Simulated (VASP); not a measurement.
Input of a VASP 6.6.1 run:

POSCAR

```
Ta2C
1.0
    1.5902091456      0.9181076783      4.8028384156
   -1.5902091456      0.9181076783      4.8028384156
    0.0000000000     -1.8362153565      4.8028384156
Ta C
2 1
Direct
    0.7500000000      0.7500000000      0.7500000000
    0.2500000000      0.2500000000      0.2500000000
    0.0000000000      0.0000000000      0.0000000000
```

INCAR.step1

```
ALGO = Normal
EDIFF = 1E-4
ENCUT = 600
GGA = PE
ISMEAR = 0
LASPH = T
LCHARG = F
LREAL = F
LWAVE = T
NELM = 60
PREC = Accurate
SIGMA = 0.1
```

File INCAR.step2:

```
ALGO = Normal
EDIFF = 1E-6
EDIFFG = -0.04
ENCUT = 600
IBRION = 2
ISIF = 3
ISMEAR = 0
ISTART = 1
LASPH = T
LCHARG = F
LMIXTAU = T
LREAL = F
LWAVE = F
METAGGA = R2SCAN
NELM = 60
NSW = 90
PREC = Accurate
SIGMA = 0.1
```

Contents of KPOINTS:

```
k-points
0
Gamma
  6 6 6
```

Potentials or basis: VASP PAW PBE potentials, release 64 (Ta_pv, C).

Run with:

```bash
$ cat potpaw_PBE.64/Ta_pv/POTCAR potpaw_PBE.64/C/POTCAR > POTCAR
$ cp INCAR.step1 INCAR
$ mpirun -np 1 vasp_std > vasp.out
$ cp INCAR.step2 INCAR
$ mpirun -np 1 vasp_std > vasp.out
```

**Question.** What does it give for the band gap on the k mesh?

**Answer.** Zero (bands 13 and 14 overlap by 0.52 eV).

**Question.** Estimate the relaxed volume.

**Answer.** 13.92 Å³/atom.

**Question.** Estimate the space group after relaxing (to 0.1 Å).

**Answer.** R-3m (No. 166).

**Question.** Predict the relaxed cell.

**Answer.** a = 5.325 Å, b = 5.325 Å, c = 5.325 Å, α = 33.86°, β = 33.86°, γ = 33.86°.

Final structure:
```
CELL_PARAMETERS angstrom
1.55067 0.89528 5.01503
-1.55067 0.89528 5.01503
0.00000 -1.79056 5.01503
ATOMIC_POSITIONS crystal
Ta 0.74936 0.74936 0.74936
Ta 0.25064 0.25064 0.25064
C 0.00000 0.00000 0.00000
```

Caveat: the k points lie up to 0.40 Å⁻¹ apart in the final cell, too coarse for converged energies and pressures of a metal; the PAW data sets were made with another functional, which shifts forces and pressure a little; spin-orbit coupling is left out, which moves the levels of the heavy elements.
